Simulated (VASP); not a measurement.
# MgO (Fm-3m) in VASP: a series of runs, part 2 of 2

VASP 6.6.1.

**3. Relaxation of cell and atoms, r2SCAN**

The input, POSCAR:

```
MgO
1.0
    0.0000000000      2.1245000000      2.1245000000
    2.1245000000      0.0000000000      2.1245000000
    2.1245000000      2.1245000000      0.0000000000
Mg O
1 1
Direct
    0.0000000000      0.0000000000      0.0000000000
    0.5000000000      0.5000000000      0.5000000000
```

The input, INCAR.step1:

```
ALGO     = Normal         # electronic algorithm
EDIFF    = 1E-5           # SCF threshold, eV
EDIFFG   = -0.005         # ionic threshold
ENCUT    = 660            # plane-wave cutoff, eV
GGA      = PE             # functional
GGA_COMPAT= False        
IBRION   = 2              # ionic algorithm
ISIF     = 3              # what is computed and relaxed
ISMEAR   = 0              # smearing method
LASPH    = True           # aspherical terms in the spheres
LCHARG   = False          # write CHGCAR
LREAL    = False          # projectors in reciprocal space
LWAVE    = True           # write WAVECAR
NELM     = 120            # most SCF steps
NELMIN   = 4            
NSW      = 100            # ionic steps
PREC     = Accurate       # precision mode
SIGMA    = 0.02           # smearing width, eV
```

The input, INCAR.step2:

```
ALGO     = Normal         # electronic algorithm
EDIFF    = 1E-7           # SCF threshold, eV
EDIFFG   = -0.002         # ionic threshold
ENCUT    = 660            # plane-wave cutoff, eV
GGA_COMPAT= False        
IBRION   = 2              # ionic algorithm
ISIF     = 3              # what is computed and relaxed
ISMEAR   = 0              # smearing method
ISTART   = 1            
LASPH    = True           # aspherical terms in the spheres
LCHARG   = False          # write CHGCAR
LMIXTAU  = True         
LREAL    = False          # projectors in reciprocal space
LWAVE    = False          # write WAVECAR
METAGGA  = R2SCAN         # meta-GGA
NELM     = 120            # most SCF steps
NELMIN   = 4            
NSW      = 100            # ionic steps
PREC     = Accurate       # precision mode
SIGMA    = 0.02           # smearing width, eV
```

The input, KPOINTS:

```
k-points
0
Gamma
  10 10 10
```

Potentials or basis: VASP PAW PBE potentials, release 64 (Mg_sv, O).

The run is started by

```sh
cat potpaw_PBE.64/Mg_sv/POTCAR potpaw_PBE.64/O/POTCAR > POTCAR
cp INCAR.step1 INCAR
mpirun -np 1 vasp_std > vasp.out
cp INCAR.step2 INCAR
mpirun -np 1 vasp_std > vasp.out
```

OUTCAR:

```text
EDIFF = 1E-7
   EDIFFG = -0.002
   ENCUT = 660
   IBRION = 2
   ISIF = 3
   ISMEAR = 0
   ISTART = 1
   LASPH = True
   LREAL = False
   METAGGA = R2SCAN
   NELM = 120
   NELMIN = 4
   NSW = 100
   PREC = Accurate

 ion  position               nearest neighbor table
   1  0.000  0.000  0.000-   2 2.12   2 2.12   2 2.12   2 2.12   2 2.12   2 2.12
   2  0.500  0.500  0.500-   1 2.12   1 2.12   1 2.12   1 2.12   1 2.12   1 2.12

  LATTYP: Found a face centered cubic cell.
 ALAT       =     4.2490000000

  Lattice vectors:

 A1 = (   0.0000000000,   2.1245000000,   2.1245000000)
 A2 = (   2.1245000000,   0.0000000000,   2.1245000000)
 A3 = (   2.1245000000,   2.1245000000,   0.0000000000)

Analysis of symmetry for initial positions (statically):
=====================================================================
 Subroutine PRICEL returns:
 Original cell was already a primitive cell.

 Routine SETGRP: Setting up the symmetry group for a
 face centered cubic supercell.

 Subroutine GETGRP returns: Found 48 space group operations
 (whereof 48 operations were pure point group operations)
 out of a pool of 48 trial point group operations.

The static configuration has the point symmetry O_h .

[... 269 lines left out ...]

 number of electron      15.9999994 magnetization

 Free energy of the ion-electron system (eV)
  ---------------------------------------------------
  ext. energy  EPLUGINS =         0.00000000
  ---------------------------------------------------
  free energy    TOTEN  =       -16.17713738 eV

  energy without entropy =      -16.17713738  energy(sigma->0) =      -16.17713738

 E-fermi :   2.7709     XC(G=0): -12.0777

 val. band max:        2.5573727935   @ k =   0.0000   0.0000   0.0000
 cond. band min:       8.2819760410   @ k =   0.0000   0.0000   0.0000
 fundamental gap:      5.7246032476
 Fermi energy:         2.7709103980

 k-point     1 :       0.0000    0.0000    0.0000
  band No.  band energies     occupation
      1     -72.3895      2.00000
      2     -37.4814      2.00000
      3     -37.4814      2.00000
      4     -37.4814      2.00000
      5     -15.6644      2.00000
      6       2.5574      2.00000
      7       2.5574      2.00000
      8       2.5574      2.00000
      9       8.2820      0.00000
     10      19.4574      0.00000
     11      19.4574      0.00000
     12      19.4574      0.00000
[... 331 lines left out ...]
 k-point    24 :       0.4000    0.3000    0.0000
  band No.  band energies     occupation
      1     -72.3805      2.00000
      2     -37.5420      2.00000
      3     -37.5057      2.00000
      4     -37.5032      2.00000
      5     -14.4426      2.00000
      6      -1.0249      2.00000
      7       1.2364      2.00000
      8       1.4505      2.00000
      9      13.2525      0.00000
     10      13.7517      0.00000
     11      17.4854      0.00000
     12      22.1967      0.00000

 [... further k-points ...]

------------------------ aborting loop because EDIFF is reached ----------------------------------------

  FORCE on cell =-STRESS in cart. coord.  units (eV):
  Direction    XX          YY          ZZ          XY          YZ          ZX
  --------------------------------------------------------------------------------------
  -------------------------------------------------------------------------------------
  Total        0.0000653      0.0000653      0.0000653     -0.0000000      0.0000000     -0.0000000
  in kB        0.0056380      0.0056380      0.0056380     -0.0000000      0.0000000     -0.0000000
  external PRESSURE =       0.0056380 kB  Pullay stress =       0.0000000 kB
[... 17 lines left out ...]
  FREE ENERGIE OF THE ION-ELECTRON SYSTEM (eV)
  ---------------------------------------------------
  free  energy   TOTEN  =       -16.1771373840 eV

  energy  without entropy=      -16.1771373840  energy(sigma->0) =      -16.17713738

 reached required accuracy - stopping structural energy minimisation
```

OUTCAR.step1:

```text
EDIFF = 1E-5
   EDIFFG = -0.005
   ENCUT = 660
   GGA = PE
   IBRION = 2
   ISIF = 3
   ISMEAR = 0
   LASPH = True
   LREAL = False
[... 584 lines left out ...]
      0.00000      0.00000      0.00000         0.000000     -0.000000      0.000000
      2.12450      2.12450      2.12450        -0.000000      0.000000     -0.000000
 -----------------------------------------------------------------------------------
    total drift:                                0.000000      0.000000      0.000000

  FREE ENERGIE OF THE ION-ELECTRON SYSTEM (eV)
  ---------------------------------------------------
  free  energy   TOTEN  =       -11.8958781413 eV

  energy  without entropy=      -11.8958781413  energy(sigma->0) =      -11.89587814

 reached required accuracy - stopping structural energy minimisation
```

It took 2.7 min on 1 thread of Intel Xeon 6975P-C (Granite Rapids), shared host; peak memory 0.17 GiB.

Results:

| Quantity | Value |
| --- | --- |
| Free energy | -16.1771 eV |
| Relaxed volume | 9.28 Å³/atom |
| Relaxed cell | a = 2.972 Å, b = 2.972 Å, c = 2.972 Å, α = 60.00°, β = 60.00°, γ = 60.00° |
| Space group after relaxing (to 0.1 Å) | Fm-3m (No. 225) |
| Energy gained by relaxing | 4.8 meV/atom |
| Ionic steps | 4 |
| Pressure after relaxing | 0.0 GPa |
| Band gap on the k mesh | 5.72 eV |

Step by step:
```csv
step,energy change (eV),largest force (eV/Å),pressure (GPa),volume (Å³)
1,0.0000,0.0000,-5.04,19.18
2,-0.0082,0.0000,1.77,18.35
3,-0.0095,0.0000,-0.14,18.57
4,-0.0095,0.0000,0.00,18.56
```

Final structure:
```
Mg O
1.0
     0.00000    2.10127    2.10127
     2.10127    0.00000    2.10127
     2.10127    2.10127    0.00000
Mg O
1 1
Direct
  0.00000 0.00000 0.00000
  0.50000 0.50000 0.50000
```

Levels at points of the mesh, in eV from the valence-band top:
```tsv
k point	band 6	band 7	band 8	band 9	band 10	band 11
(0.00, 0.00, 0.00)	0.00	0.00	0.00	5.72	16.90	16.90
(0.50, 0.00, 0.00)	-4.63	-0.68	-0.68	8.87	13.93	17.58
(0.50, 0.50, 0.00)	-4.10	-1.38	-1.38	10.05	11.25	14.39
```

Caveat: the PAW data sets were made with another functional, which shifts forces and pressure a little. r2SCAN opens gaps a little over a GGA but as a rule still falls short of measured ones.
